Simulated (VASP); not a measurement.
# Li3HSe (Pm-3m) in VASP: further runs

Runs on Li3HSe. Level: PBE. Tasks: single point.

All numbers are computed with VASP 6.6.1; they aren't measurements. Logs are shortened: lines on timing, memory, paths and dates and some standing lists are left out, and cuts for length are marked.

## (1) The cell of the first run

It takes space group Pm-3m (No. 221, cubic). Conventional cell: a = 3.944 Å, b = 3.944 Å, c = 3.944 Å, α = 90.00°, β = 90.00°, γ = 90.00°. Within 2.6 Å of Li (site symmetry 4/mmm) lie 2 H at 1.97 Å. Within 2.6 Å of H (site symmetry m-3m) lie 6 Li at 1.97 Å. Within 3.7 Å of Se (site symmetry m-3m) lie 12 Li at 2.79 Å and 8 H at 3.42 Å.

## (2) Single point, PBE

INCAR reads:

```
  PREC = Accurate
  ENCUT = 520
  EDIFF = 1E-6
  ISMEAR = 0
  SIGMA = 0.01
  LREAL = F
  LASPH = T
  NELM = 60
  ALGO = Normal
  ISIF = 2
  LWAVE = F
  LCHARG = T
  GGA = PE
  LELF = T
  LVHAR = T
  NBANDS = 16
```

KPOINTS reads:

```
Automatic mesh
0
Gamma
  6 6 6
```

POSCAR reads:

```
Li3HSe
1.0
    3.9443861111      0.0000000000      0.0000000000
    0.0000000000      3.9443861111      0.0000000000
    0.0000000000      0.0000000000      3.9443861111
Li H Se
3 1 1
Direct
    0.0000000000      0.5000000000      0.5000000000
    0.5000000000      0.0000000000      0.5000000000
    0.5000000000      0.5000000000      0.0000000000
    0.5000000000      0.5000000000      0.5000000000
    0.0000000000      0.0000000000      0.0000000000
```

Potentials or basis: VASP PAW PBE potentials, release 64 (Li_sv, H, Se).

Started as:

```
cat potpaw_PBE.64/Li_sv/POTCAR potpaw_PBE.64/H/POTCAR potpaw_PBE.64/Se/POTCAR > POTCAR
mpirun -np 1 vasp_std > vasp.out
```

OUTCAR:

```text
PREC = Accurate
   ENCUT = 520
   EDIFF = 1E-6
   ISMEAR = 0
   LREAL = F
   LASPH = T
   NELM = 60
   ISIF = 2
   GGA = PE

 ion  position               nearest neighbor table
   1  0.000  0.500  0.500-
   2  0.500  0.000  0.500-
   3  0.500  0.500  0.000-
   4  0.500  0.500  0.500-
   5  0.000  0.000  0.000-

  LATTYP: Found a simple cubic cell.
 ALAT       =     3.9443861111

  Lattice vectors:

 A1 = (   3.9443861111,   0.0000000000,   0.0000000000)
 A2 = (   0.0000000000,   3.9443861111,   0.0000000000)
 A3 = (   0.0000000000,   0.0000000000,   3.9443861111)

Analysis of symmetry for initial positions (statically):
=====================================================================
 Subroutine PRICEL returns:
 Original cell was already a primitive cell.

 Routine SETGRP: Setting up the symmetry group for a
 simple cubic supercell.

 Subroutine GETGRP returns: Found 48 space group operations
 (whereof 48 operations were pure point group operations)
 out of a pool of 48 trial point group operations.

The static configuration has the point symmetry O_h .

Analysis of symmetry for dynamics (positions and initial velocities):
=====================================================================
 Subroutine PRICEL returns:
 Original cell was already a primitive cell.

 Routine SETGRP: Setting up the symmetry group for a
 simple cubic supercell.

 Subroutine GETGRP returns: Found 48 space group operations
 (whereof 48 operations were pure point group operations)
 out of a pool of 48 trial point group operations.

The dynamic configuration has the point symmetry O_h .

 Subroutine INISYM returns: Found 48 space group operations
 (whereof 48 operations are pure point group operations),
 and found     1 'primitive' translations

----------------------------------------------------------------------------------------

                                     Primitive cell

  volume of cell :      61.3675

  direct lattice vectors                    reciprocal lattice vectors
     3.944386111  0.000000000  0.000000000     0.253524876  0.000000000  0.000000000
     0.000000000  3.944386111  0.000000000     0.000000000  0.253524876  0.000000000
     0.000000000  0.000000000  3.944386111     0.000000000  0.000000000  0.253524876

  length of vectors
     3.944386111  3.944386111  3.944386111     0.253524876  0.253524876  0.253524876

  position of ions in fractional coordinates (direct lattice)
     0.000000000  0.500000000  0.500000000
     0.500000000  0.000000000  0.500000000
     0.500000000  0.500000000  0.000000000
     0.500000000  0.500000000  0.500000000
     0.000000000  0.000000000  0.000000000

  ion indices of the primitive-cell ions
   primitive index   ion index
                 1           1
                 2           2
                 3           3
                 4           4
                 5           5

----------------------------------------------------------------------------------------

 KPOINTS: Automatic mesh

Automatic generation of k-mesh.
 Grid dimensions read from file:
 generate k-points for:    6    6    6

 Generating k-lattice:

  Cartesian coordinates                     Fractional coordinates (reciprocal lattice)
     0.042254146  0.000000000  0.000000000     0.166666667  0.000000000  0.000000000
     0.000000000  0.042254146  0.000000000     0.000000000  0.166666667  0.000000000
     0.000000000  0.000000000  0.042254146     0.000000000  0.000000000  0.166666667

  Length of vectors
     0.042254146  0.042254146  0.042254146

  Shift w.r.t. Gamma in fractional coordinates (k-lattice)
     0.000000000  0.000000000  0.000000000

 Subroutine IBZKPT returns following result:
 ===========================================

 Found     20 irreducible k-points:

 Following reciprocal coordinates:
            Coordinates               Weight
  0.000000  0.000000  0.000000      1.000000
  0.166667  0.000000  0.000000      6.000000
  0.333333  0.000000  0.000000      6.000000
  0.500000  0.000000  0.000000      3.000000
  0.166667  0.166667  0.000000     12.000000
  0.333333  0.166667  0.000000     24.000000
[... 12 lines left out ...]
  0.500000  0.500000  0.333333      6.000000
  0.500000  0.500000  0.500000      1.000000
   k-points           NKPTS =     20   k-points in BZ     NKDIM =     20   number of bands    NBANDS=     16
   number of dos      NEDOS =    301   number of ions     NIONS =      5
   total plane-waves  NPLWV =  27000
   dimension x,y,z NGX =    30 NGY =   30 NGZ =   30
   dimension x,y,z NGXF=    60 NGYF=   60 NGZF=   60
   ions per type =               3   1   1
   NGX,Y,Z   is equivalent  to a cutoff of  12.64, 12.64, 12.64 a.u.
   NGXF,Y,Z  is equivalent  to a cutoff of  25.29, 25.29, 25.29 a.u.
 SYSTEM =  unknown system
   PREC   = accura    normal or accurate (medium, high low for compatibility)
   ISTART =      0    job   : 0-new  1-cont  2-samecut
   ICHARG =      2    charge: 1-file 2-atom 10-const
   ISPIN  =      1    spin polarized calculation?
   LNONCOLLINEAR =      F non collinear calculations
   LSORBIT =      F    spin-orbit coupling
   LASPH  =      T    aspherical Exc in radial PAW
   ENCUT  =  520.0 eV  38.22 Ry    6.18 a.u.   7.33  7.33  7.33*2*pi/ulx,y,z
   NELM   =     60;   NELMIN=  2; NELMDL= -5     # of ELM steps
   EDIFF  = 0.1E-05   stopping-criterion for ELM
   LREAL  =      F    real-space projection
   EDIFFG = 0.1E-04   stopping-criterion for IOM
   NSW    =      0    number of steps for IOM
   IBRION =     -1    ionic relax: 0-MD 1-quasi-New 2-CG
   NFREE  =      0    steps in history (QN), initial steepest desc. (CG)
   ISIF   =      2    stress and relaxation
   ISYM   =      2    0-nonsym 1-usesym 2-fastsym
   POTIM  = 0.5000    time-step for ionic-motion
   TEBEG  =    0.0;   TEEND  =   0.0 temperature during run
   PSTRESS=    0.0 pullay stress
   NELECT =      16.0000    total number of electrons
   NUPDOWN=      -1.0000    fix difference up-down
   EMIN   =  10.00;   EMAX   =-10.00  energy-range for DOS
   EFERMI =   0.00;   METHOD = LEGACY
   ISMEAR =     0;   SIGMA  =   0.01  broadening in eV -4-tet -1-fermi 0-gaus
   EFERMI_NEDOS =   21; number of points for ismear=-14 and -15
   IALGO  =     38    algorithm
   IMIX   =      4    mixing-type and parameters
     AMIX     =   0.40;   BMIX     =  1.00
     AMIX_MAG =   1.60;   BMIX_MAG =  1.00
  volume/ion in A,a.u.               =      12.27        82.83
  Fermi-wavevector in a.u.,A,eV,Ry     =   1.045848  1.976367 14.882037  1.093799
  Thomas-Fermi vector in A             =   2.180662
   LORBIT       =      0    0 simple, 1 ext, 2 COOP (PROOUT), +10 PAW based schemes
   GGA     = PE    functional components
   LHFCALC =     F    Hartree Fock is set to
   AEXX    =    0.0000 exact exchange contribution
   IVDW    =     0    specifies the selected vdW correction
   LEPSILON=     F    determine dielectric tensor
   LRPA    =     F    only Hartree local field effects (RPA)
 non-spin polarized calculation
 Gauss-broadening in eV      SIGMA  =   0.01
  energy-cutoff  :      520.00
  volume of cell :       61.37
 maximum number of plane-waves:      1675
 NGX is ok and might be reduce to    30
   NGX = 15   NGY = 15   NGZ = 15

 number of electron      15.9999967 magnetization

 Free energy of the ion-electron system (eV)
  ---------------------------------------------------
  ext. energy  EPLUGINS =         0.00000000
  ---------------------------------------------------
  free energy    TOTEN  =       -17.12515879 eV

  energy without entropy =      -17.12515879  energy(sigma->0) =      -17.12515879

 E-fermi :   2.2151     XC(G=0):  -8.9803

 val. band max:        2.1114592063   @ k =   0.5000   0.5000   0.0000
 cond. band min:       5.5488610214   @ k =   0.5000   0.0000   0.0000
 fundamental gap:      3.4374018151
 Fermi energy:         2.2151477515

 k-point     1 :       0.0000    0.0000    0.0000
  band No.  band energies     occupation
      1     -43.0956      2.00000
      2     -43.0435      2.00000
      3     -43.0435      2.00000
      4      -9.7367      2.00000
      5      -0.7181      2.00000
      6       0.8817      2.00000
[... 8 lines left out ...]
     15      13.1256      0.00000
     16      13.1256      0.00000

 k-point     2 :       0.1667    0.0000    0.0000
  band No.  band energies     occupation
      1     -43.0924      2.00000
      2     -43.0466      2.00000
      3     -43.0435      2.00000
      4      -9.6711      2.00000
      5      -1.2967      2.00000
      6       1.0293      2.00000
[... 8 lines left out ...]
     15      12.0241      0.00000
     16      12.0241      0.00000

 k-point     3 :       0.3333    0.0000    0.0000
  band No.  band energies     occupation
      1     -43.0843      2.00000
      2     -43.0543      2.00000
      3     -43.0434      2.00000
      4      -9.5309      2.00000
      5      -2.1582      2.00000
      6       1.3759      2.00000
[... 8 lines left out ...]
     15      12.1612      0.00000
     16      13.5197      0.00000

 k-point     4 :       0.5000    0.0000    0.0000
  band No.  band energies     occupation
      1     -43.0779      2.00000
      2     -43.0605      2.00000
      3     -43.0433      2.00000
      4      -9.4555      2.00000
      5      -2.5223      2.00000
      6       1.5026      2.00000
[... 8 lines left out ...]
     15      14.2323      0.00000
     16      14.4648      0.00000
[... 248 lines left out ...]
 k-point    18 :       0.5000    0.3333    0.3333
  band No.  band energies     occupation
      1     -43.0643      2.00000
      2     -43.0600      2.00000
      3     -43.0557      2.00000
      4      -9.0031      2.00000
      5      -1.5933      2.00000
      6      -0.5024      2.00000
[... 8 lines left out ...]
     15      14.1654      0.00000
     16      15.7387      0.00000

 k-point    19 :       0.5000    0.5000    0.3333
  band No.  band energies     occupation
      1     -43.0599      2.00000
      2     -43.0599      2.00000
      3     -43.0599      2.00000
      4      -8.9154      2.00000
      5      -1.3867      2.00000
      6      -0.7332      2.00000
[... 8 lines left out ...]
     15      14.0210      0.00000
     16      16.9310      0.00000

 k-point    20 :       0.5000    0.5000    0.5000
  band No.  band energies     occupation
      1     -43.0598      2.00000
      2     -43.0598      2.00000
      3     -43.0598      2.00000
      4      -8.8237      2.00000
      5      -1.3792      2.00000
      6      -0.6776      2.00000
[... 8 lines left out ...]
     15      15.3473      0.00000
     16      18.1214      0.00000

------------------------ aborting loop because EDIFF is reached ----------------------------------------

  FORCE on cell =-STRESS in cart. coord.  units (eV):
  Direction    XX          YY          ZZ          XY          YZ          ZX
  --------------------------------------------------------------------------------------
  -------------------------------------------------------------------------------------
  Total       -0.0429810     -0.0429810     -0.0429810      0.0000000      0.0000000     -0.0000000
  in kB       -1.1221446     -1.1221446     -1.1221446      0.0000000      0.0000000     -0.0000000
  external PRESSURE =      -1.1221446 kB  Pullay stress =       0.0000000 kB

 VOLUME and BASIS-vectors are now :
 -----------------------------------------------------------------------------
  energy-cutoff  :      520.00
  volume of cell :       61.37
      direct lattice vectors                 reciprocal lattice vectors
     3.944386111  0.000000000  0.000000000     0.253524876  0.000000000  0.000000000
     0.000000000  3.944386111  0.000000000     0.000000000  0.253524876  0.000000000
     0.000000000  0.000000000  3.944386111     0.000000000  0.000000000  0.253524876

 POSITION                                       TOTAL-FORCE (eV/Angst)
 -----------------------------------------------------------------------------------
      0.00000      1.97219      1.97219         0.000000      0.000000      0.000000
      1.97219      0.00000      1.97219         0.000000      0.000000      0.000000
      1.97219      1.97219      0.00000         0.000000      0.000000      0.000000
      1.97219      1.97219      1.97219         0.000000      0.000000      0.000000
      0.00000      0.00000      0.00000         0.000000      0.000000      0.000000
 -----------------------------------------------------------------------------------
    total drift:                                0.000000      0.000000     -0.000000

  FREE ENERGIE OF THE ION-ELECTRON SYSTEM (eV)
  ---------------------------------------------------
  free  energy   TOTEN  =       -17.1251587902 eV

  energy  without entropy=      -17.1251587902  energy(sigma->0) =      -17.12515879
```

It took 16 s on 1 thread of AMD EPYC 7R13 (Zen 3), shared host; peak memory 0.14 GiB.

What came out:

```
Free energy            : -17.1252 eV
Band gap on the k mesh : 3.44 eV (least direct gap 3.96 eV)
```

Caveat: the cutoff is under 1.25 times the usual one of these potentials, so pressure, stress and relaxed cells hold a basis-set (Pulay) error.

## (3) Single point, PBE (12.64 Å³/atom)

This run uses another cell than the first one, of 12.64 Å³/atom.

INCAR reads:

```
SYSTEM = Li3HSe
PREC = Accurate ; ENCUT = 520
EDIFF = 1E-6 ; ISMEAR = 0
SIGMA = 0.01 ; LREAL = .FALSE.
LASPH = .TRUE. ; NELM = 100
ALGO = Normal ; ISIF = 2
LWAVE = .FALSE. ; LCHARG = .FALSE.
GGA = PE ; NBANDS = 16
```

KPOINTS reads:

```
regular mesh
0
G
  6 6 6
  0 0 0
```

Changes to POSCAR since step 2:

```diff
@@ -2,5 +2,5 @@
 1.0
-    3.9443861111      0.0000000000      0.0000000000
-    0.0000000000      3.9443861111      0.0000000000
-    0.0000000000      0.0000000000      3.9443861111
+    3.9834419789      0.0000000000      0.0000000000
+    0.0000000000      3.9834419789      0.0000000000
+    0.0000000000      0.0000000000      3.9834419789
 Li H Se
```

Potentials or basis: VASP PAW PBE potentials, release 64 (Li_sv, H, Se).

Started as:

```
cat potpaw_PBE.64/Li_sv/POTCAR potpaw_PBE.64/H/POTCAR potpaw_PBE.64/Se/POTCAR > POTCAR
mpirun -np 1 vasp_std > vasp.out
```

It took 18 s on 1 thread of AMD EPYC 7R13 (Zen 3), shared host; peak memory 0.14 GiB.

Results (log left out):

* Free energy: -17.1189 eV
* Band gap on the k mesh: 3.32 eV (least direct gap 3.82 eV)

Levels at points of the mesh, in eV from the valence-band top:
```
           k point  band 5  band 6  band 7  band 8  band 9  band 10  band 11  band 12
(0.00, 0.00, 0.00)   -2.82   -1.18   -1.18   -1.18    5.73     5.73     6.74     6.74
(0.50, 0.00, 0.00)   -4.53   -0.60   -0.50   -0.50    3.32     4.42     4.42     5.22
(0.50, 0.50, 0.00)   -3.45   -2.90   -2.90    0.00    4.25     6.62     6.62     6.82
(0.50, 0.50, 0.50)   -3.41   -2.68   -2.68   -2.68    4.15     4.15     4.15    10.15
```

Caveat: the cutoff is under 1.25 times the usual one of these potentials, so pressure, stress and relaxed cells hold a basis-set (Pulay) error.
